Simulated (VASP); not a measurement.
A run of VASP 6.6.1 is set up as follows.

The input INCAR:

```
ALGO = Normal ; EDIFF = 1E-6
ENCUT = 500 ; GGA_COMPAT = False
ISIF = 2 ; ISMEAR = 0
LASPH = True ; LCHARG = True
LELF = True ; LREAL = False
LVHAR = True ; LWAVE = False
NBANDS = 11 ; NELM = 120
PREC = Accurate ; SIGMA = 0.01
```

File KPOINTS:

```
k-points
0
Gamma
  8 8 8
```

POSCAR

```
AlP
1.0
    0.0000000000      2.7169259382      2.7169259382
    2.7169259382      0.0000000000      2.7169259382
    2.7169259382      2.7169259382      0.0000000000
Al P
1 1
Direct
    0.0000000000      0.0000000000      0.0000000000
    0.7500000000      0.7500000000      0.7500000000
```

Potentials or basis: VASP PAW LDA potentials, release 64 (Al, P).

Launch:

```console
$ cat potpaw_LDA.64/Al/POTCAR potpaw_LDA.64/P/POTCAR > POTCAR
$ mpirun -np 1 vasp_std > vasp.out
```

(1) What does it give for the pressure?

(2) Estimate the band gap on the k mesh.

Answers

(1) 0.1 GPa.

(2) 1.41 eV, indirect (least direct gap 3.24 eV).
